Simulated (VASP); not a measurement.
A run of VASP 6.6.1 is set up as follows.

The input INCAR:

```
SYSTEM = RbBa3
  ALGO = Normal
  EDIFF = 1E-7
  ENCUT = 520
  GGA = CA
  ISIF = 2
  ISMEAR = 1
  LASPH = .True.
  LCHARG = .False.
  LREAL = .False.
  LWAVE = .False.
  NBANDS = 28
  NELM = 100
  PREC = Accurate
  SIGMA = 0.1
```

KPOINTS

```
k-points
0
Gamma
  4 4 4
  0 0 0
```

Contents of POSCAR:

```
RbBa3
1.0
    0.0000000000      5.1811550000      5.1811550000
    5.1811550000      0.0000000000      5.1811550000
    5.1811550000      5.1811550000      0.0000000000
Rb Ba
1 3
Direct
    0.0000000000      0.0000000000      0.0000000000
    0.2500000000      0.2500000000      0.2500000000
    0.7500000000      0.7500000000      0.7500000000
    0.5000000000      0.5000000000      0.5000000000
```

Potentials or basis: VASP PAW LDA potentials, release 64 (Rb_sv, Ba_sv).

Run with:

```sh
$ cat potpaw_LDA.64/Rb_sv/POTCAR potpaw_LDA.64/Ba_sv/POTCAR > POTCAR
$ mpirun -np 1 vasp_std > vasp.out
```

(1) Predict the band gap on the k mesh.

(2) Predict the pressure.

## Answers

(1) zero (an odd number of electrons rules out a gap without spin polarisation).

(2) -0.9 GPa.

Caveat: spin-orbit coupling is left out, which moves the levels of the heavy elements.
